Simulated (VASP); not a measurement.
Input of a VASP 6.6.1 run:

Contents of INCAR:

```
SYSTEM = C
  PREC = Accurate
  ENCUT = 520
  EDIFF = 1E-6
  ISMEAR = 0
  SIGMA = 0.01
  LREAL = .FALSE.
  LASPH = .TRUE.
  NELM = 60
  ALGO = Normal
  ISIF = 2
  LWAVE = .FALSE.
  LCHARG = .FALSE.
  GGA = PS
  NBANDS = 16
```

The input KPOINTS:

```
regular mesh
0
G
  9 9 6
  0 0 0
```

The input POSCAR:

```
C
1.0
    2.4612466108      0.0000000000      0.0000000000
   -1.2306233054      2.1315020900      0.0000000000
    0.0000000000      0.0000000000      4.1625633114
C
4
Direct
    0.3333333333      0.6666666667      0.0000573175
    0.6666666667      0.3333333333      0.5000573175
    0.3333333333      0.6666666667      0.3739426825
    0.6666666667      0.3333333333      0.8739426825
```

Potentials or basis: VASP PAW PBE potentials, release 64 (C).

Command:

```sh
$ cat potpaw_PBE.64/C/POTCAR > POTCAR
$ mpirun -np 1 vasp_std > vasp.out
```

(1) Predict the band gap on the k mesh.

(2) Estimate the pressure.

(3) What does it give for the largest force?

Answers

(1) 2.87 eV, indirect (least direct gap 4.95 eV).

(2) 15.5 GPa.

(3) 0.012 eV/Å.

Caveat: the PAW data sets were made with another functional, which shifts forces and pressure a little.
